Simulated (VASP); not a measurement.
# AlN (P6_3mc) in VASP: notebook

Runs on AlN. Level: r2SCAN. Tasks: relaxation of the atoms.

Program: VASP 6.6.1. These are calculated values, not measurements. Logs are shortened: lines on timing, memory, paths and dates and some standing lists are left out, and cuts for length are marked.

## Step 1: The cell of the first run

Symmetry: P6_3mc, No. 186, hexagonal system. Conventional cell: a = 3.013 Å, b = 3.013 Å, c = 4.829 Å, α = 90.00°, β = 90.00°, γ = 120.00°. Within 2.4 Å of Al (site symmetry 3m) lie 4 N at 1.83 to 1.84 Å. Within 2.4 Å of N (site symmetry 3m) lie 4 Al at 1.83 to 1.84 Å.

## Step 2: Relaxation of the atoms, r2SCAN (equal strain along all axes, cell held: -3.0 %)

Contents of POSCAR:

```
AlN
1.0
    3.0134961422      0.0000000000      0.0000000000
   -1.5067480711      2.6097642134      0.0000000000
    0.0000000000      0.0000000000      4.8292167109
Al N
2 2
Direct
    0.6666666667      0.3333333333      0.4990581354
    0.3333333333      0.6666666667      0.9990581354
    0.6666666667      0.3333333333      0.8809418646
    0.3333333333      0.6666666667      0.3809418646
```

Contents of INCAR.step1:

```
SYSTEM = AlN
  PREC = Accurate
  ENCUT = 520
  ISMEAR = 0
  SIGMA = 0.02
  LREAL = .FALSE.
  LASPH = .TRUE.
  NELM = 80
  GGA = PE
  ALGO = Normal
  EDIFF = 1E-4
  LWAVE = .TRUE.
  LCHARG = .FALSE.
```

Contents of INCAR.step2:

```
SYSTEM = AlN
  PREC = Accurate
  ENCUT = 520
  EDIFF = 1E-6
  ISMEAR = 0
  SIGMA = 0.02
  LREAL = .FALSE.
  LASPH = .TRUE.
  NELM = 80
  ALGO = Normal
  ISIF = 2
  LWAVE = .FALSE.
  LCHARG = .FALSE.
  METAGGA = R2SCAN
  LMIXTAU = .TRUE.
  IBRION = 2
  NSW = 60
  EDIFFG = -0.008
  ISTART = 1
```

Contents of KPOINTS:

```
Automatic mesh
0
G
  12 12 6
  0 0 0
```

Potentials or basis: VASP PAW PBE potentials, release 64 (Al, N).

Command:

```bash
$ cat potpaw_PBE.64/Al/POTCAR potpaw_PBE.64/N/POTCAR > POTCAR
$ cp INCAR.step1 INCAR
$ mpirun -np 1 vasp_std > vasp.out
$ cp INCAR.step2 INCAR
$ mpirun -np 1 vasp_std > vasp.out
```

OUTCAR:

```text
SYSTEM = AlN
   PREC = Accurate
   ENCUT = 520
   EDIFF = 1E-6
   ISMEAR = 0
   LREAL = .FALSE.
   LASPH = .TRUE.
   NELM = 80
   ISIF = 2
   METAGGA = R2SCAN
   IBRION = 2
   NSW = 60
   EDIFFG = -0.008
   ISTART = 1

 ion  position               nearest neighbor table
   1  0.667  0.333  0.499-   4 1.83   4 1.83   4 1.83   3 1.84   2 2.98   2 2.98   2 2.98   2 2.98
                             2 2.98   2 2.98
   2  0.333  0.667  0.999-   3 1.83   3 1.83   3 1.83   4 1.84   1 2.98   1 2.98   1 2.98   1 2.98
                             1 2.98   1 2.98
   3  0.667  0.333  0.881-   2 1.83   2 1.83   2 1.83   1 1.84
   4  0.333  0.667  0.381-   1 1.83   1 1.83   1 1.83   2 1.84

  LATTYP: Found a hexagonal cell.
 ALAT       =     3.0134961422
 C/A-ratio  =     1.6025295813

  Lattice vectors:

 A1 = (   3.0134961422,   0.0000000000,   0.0000000000)
 A2 = (  -1.5067480711,   2.6097642134,   0.0000000000)
 A3 = (   0.0000000000,   0.0000000000,   4.8292167109)

Analysis of symmetry for initial positions (statically):
=====================================================================
 Subroutine PRICEL returns:
 Original cell was already a primitive cell.

 Routine SETGRP: Setting up the symmetry group for a
 hexagonal supercell.

 Subroutine GETGRP returns: Found 12 space group operations
 (whereof  6 operations were pure point group operations)
 out of a pool of 24 trial point group operations.

The static configuration has the point symmetry C_3v.
 The point group associated with its full space group is C_6v.

Analysis of symmetry for dynamics (positions and initial velocities):
=====================================================================
 Subroutine PRICEL returns:
 Original cell was already a primitive cell.

 Routine SETGRP: Setting up the symmetry group for a
 hexagonal supercell.

 Subroutine GETGRP returns: Found 12 space group operations
 (whereof  6 operations were pure point group operations)
 out of a pool of 24 trial point group operations.

The dynamic configuration has the point symmetry C_3v.
 The point group associated with its full space group is C_6v.

 Subroutine INISYM returns: Found 12 space group operations
 (whereof  6 operations are pure point group operations),
 and found     1 'primitive' translations

----------------------------------------------------------------------------------------

                                     Primitive cell

  volume of cell :      37.9794

[... 114 lines left out ...]
  Fermi-wavevector in a.u.,A,eV,Ry     =   1.227247  2.319160 20.492211  1.506135
  Thomas-Fermi vector in A             =   2.362217
   LORBIT       =      0    0 simple, 1 ext, 2 COOP (PROOUT), +10 PAW based schemes
   METAGGA = R2SCAN    functional components
   LHFCALC =     F    Hartree Fock is set to
   AEXX    =    0.0000 exact exchange contribution
   IVDW    =     0    specifies the selected vdW correction
   LEPSILON=     F    determine dielectric tensor
   LRPA    =     F    only Hartree local field effects (RPA)
 conjugate gradient relaxation of ions
 non-spin polarized calculation
 Gauss-broadening in eV      SIGMA  =   0.02
  energy-cutoff  :      520.00
  volume of cell :       37.98
 maximum number of plane-waves:      1041
 NGX is ok and might be reduce to    24
   NGX = 11   NGY = 11   NGZ = 17

--------------------------------------- Ionic step        1  -------------------------------------------

 number of electron      16.0000003 magnetization

 Free energy of the ion-electron system (eV)
  ---------------------------------------------------
  ext. energy  EPLUGINS =         0.00000000
  ---------------------------------------------------
  free energy    TOTEN  =       -38.21764550 eV

  energy without entropy =      -38.21764550  energy(sigma->0) =      -38.21764550

------------------------ aborting loop because EDIFF is reached ----------------------------------------

  FORCE on cell =-STRESS in cart. coord.  units (eV):
  Direction    XX          YY          ZZ          XY          YZ          ZX
  --------------------------------------------------------------------------------------
  -------------------------------------------------------------------------------------
  Total        5.5319501      5.5319501      5.0700186      0.0000000     -0.0000000     -0.0000000
  in kB      233.3674221    233.3674221    213.8806649      0.0000000     -0.0000000     -0.0000000
  external PRESSURE =     226.8718364 kB  Pullay stress =       0.0000000 kB
[... 63 lines left out ...]
--------------------------------------- Ionic step        3  -------------------------------------------

 number of electron      16.0000003 magnetization

 Free energy of the ion-electron system (eV)
  ---------------------------------------------------
  ext. energy  EPLUGINS =         0.00000000
  ---------------------------------------------------
  free energy    TOTEN  =       -38.21767618 eV

  energy without entropy =      -38.21767618  energy(sigma->0) =      -38.21767618

 E-fermi :   6.9674     XC(G=0): -11.8400

 val. band max:        6.8326195177   @ k =   0.0000   0.0000   0.0000
 cond. band min:      12.5769614559   @ k =   0.3333   0.3333   0.0000
 fundamental gap:      5.7443419381
 Fermi energy:         6.9673663968

 k-point     1 :       0.0000    0.0000    0.0000
  band No.  band energies     occupation
      1      -9.7312      2.00000
      2      -7.3145      2.00000
      3       0.3241      2.00000
      4       5.8940      2.00000
      5       5.8940      2.00000
      6       6.5723      2.00000
      7       6.5723      2.00000
      8       6.8326      2.00000
      9      12.6167      0.00000
     10      15.2249      0.00000
     11      19.2590      0.00000
     12      19.5581      0.00000
[... 331 lines left out ...]
 k-point    24 :       0.3333    0.0000    0.1667
  band No.  band energies     occupation
      1      -8.2436      2.00000
      2      -6.8533      2.00000
      3       1.5386      2.00000
      4       2.6177      2.00000
      5       3.2502      2.00000
      6       4.9042      2.00000
      7       5.9801      2.00000
      8       6.1213      2.00000
      9      13.7986      0.00000
     10      14.6126      0.00000
     11      16.9774      0.00000
     12      18.7183      0.00000

 [... further k-points ...]

------------------------ aborting loop because EDIFF is reached ----------------------------------------

  FORCE on cell =-STRESS in cart. coord.  units (eV):
  Direction    XX          YY          ZZ          XY          YZ          ZX
  --------------------------------------------------------------------------------------
  -------------------------------------------------------------------------------------
  Total        5.5544494      5.5544494      5.0205590      0.0000000      0.0000000     -0.0000000
  in kB      234.3165657    234.3165657    211.7941961      0.0000000      0.0000000     -0.0000000
  external PRESSURE =     226.8091092 kB  Pullay stress =       0.0000000 kB
[... 19 lines left out ...]
  FREE ENERGIE OF THE ION-ELECTRON SYSTEM (eV)
  ---------------------------------------------------
  free  energy   TOTEN  =       -38.2176761841 eV

  energy  without entropy=      -38.2176761841  energy(sigma->0) =      -38.21767618

 reached required accuracy - stopping structural energy minimisation
```

It took 2.8 min on 1 thread of Intel Xeon Platinum 8259CL at 2.50GHz (Skylake/Cascade Lake), shared host; peak memory 0.17 GiB.

What came out:

- Free energy: -38.2177 eV
- Energy gained by relaxing: 0.0 meV/atom
- Ionic steps: 3
- Pressure after relaxing: 22.7 GPa
- Band gap on the k mesh: 5.74 eV (least direct gap 5.78 eV)

Final structure:
```
Al N
1.0
     3.01350    0.00000    0.00000
    -1.50675    2.60976    0.00000
     0.00000    0.00000    4.82922
Al N
2 2
Cartesian
  1.5067 0.8699 2.4094
  0.0000 1.7398 4.8240
  1.5067 0.8699 4.2549
  0.0000 1.7398 1.8403
```

Levels at points of the mesh, in eV from the valence-band top:
```
           k point  band 6  band 7  band 8  band 9  band 10  band 11
(0.00, 0.00, 0.00)   -0.26   -0.26    0.00    5.78     8.39    12.43
(0.50, 0.00, 0.00)   -2.27   -1.90   -0.74    6.66     6.91     9.89
(0.00, 0.00, 0.50)   -0.61   -0.61   -0.61    8.12     8.12    12.12
(0.50, 0.00, 0.50)   -1.59   -1.48   -1.48    6.33     6.33    10.73
```

Caveat: the cell differs from its parent crystal (equal strain along all axes, cell held: -3.0 %); the PAW data sets were made with another functional, which shifts forces and pressure a little. A k mesh can miss the band edges.

## Step 3: Relaxation of the atoms, r2SCAN (equal strain along all axes, cell held: +3.0 %)

Contents of POSCAR:

```
AlN
1.0
    3.1998979654      0.0000000000      0.0000000000
   -1.5999489827      2.7711929276      0.0000000000
    0.0000000000      0.0000000000      5.1279311466
Al N
2 2
Direct
    0.6666666667      0.3333333333      0.4993449447
    0.3333333333      0.6666666667      0.9993449447
    0.6666666667      0.3333333333      0.8806550553
    0.3333333333      0.6666666667      0.3806550553
```

Contents of INCAR.step1:

```
SYSTEM = AlN
ALGO = Normal
EDIFF = 1E-4
ENCUT = 520
GGA = PE
ISMEAR = 0
LASPH = .True.
LCHARG = .False.
LREAL = .False.
LWAVE = .True.
NELM = 100
PREC = Accurate
SIGMA = 0.02
```

Contents of INCAR.step2:

```
SYSTEM = AlN
ALGO = Normal
EDIFF = 1E-6
EDIFFG = -0.008
ENCUT = 520
IBRION = 2
ISIF = 2
ISMEAR = 0
ISTART = 1
LASPH = .True.
LCHARG = .False.
LMIXTAU = .True.
LREAL = .False.
LWAVE = .False.
METAGGA = R2SCAN
NELM = 100
NSW = 60
PREC = Accurate
SIGMA = 0.02
```

Contents of KPOINTS:

```
k-points
0
Gamma
  12 12 6
  0 0 0
```

Potentials or basis: VASP PAW PBE potentials, release 64 (Al, N).

Command:

```bash
$ cat potpaw_PBE.64/Al/POTCAR potpaw_PBE.64/N/POTCAR > POTCAR
$ cp INCAR.step1 INCAR
$ mpirun -np 1 vasp_std > vasp.out
$ cp INCAR.step2 INCAR
$ mpirun -np 1 vasp_std > vasp.out
```

Wall time 1.8 min (1 thread of AMD EPYC 9R45 (Zen 5), shared host); peak memory 0.15 GiB.

Results (log left out):

```
Free energy               : -38.2463 eV
Energy gained by relaxing : 0.0 meV/atom
Ionic steps               : 2
Pressure after relaxing   : -16.1 GPa
Band gap on the k mesh    : 4.13 eV
```

Stress tensor (GPa, compression positive):
```
-16.58   0.00   0.00
  0.00 -16.58   0.00
  0.00   0.00 -15.27
```

Final structure:
```
Al N
1.0
     3.19990    0.00000    0.00000
    -1.59995    2.77119    0.00000
     0.00000    0.00000    5.12793
Al N
2 2
Direct
  0.66667 0.33333 0.49949
  0.33333 0.66667 0.99949
  0.66667 0.33333 0.88051
  0.33333 0.66667 0.38051
```

Levels at points of the mesh, in eV from the valence-band top:
```tsv
k point	band 5	band 6	band 7	band 8	band 9	band 10	band 11	band 12
(0.00, 0.00, 0.00)	-0.83	-0.19	-0.19	0.00	4.13	6.75	10.87	11.39
(0.50, 0.00, 0.00)	-3.18	-2.00	-1.64	-0.67	6.24	6.24	8.26	10.59
(0.00, 0.00, 0.50)	-0.52	-0.52	-0.52	-0.52	6.47	6.47	10.57	10.57
(0.50, 0.00, 0.50)	-1.40	-1.40	-1.31	-1.31	5.68	5.68	9.58	9.58
```

Caveat: the cell differs from its parent crystal (equal strain along all axes, cell held: +3.0 %); the PAW data sets were made with another functional, which shifts forces and pressure a little.
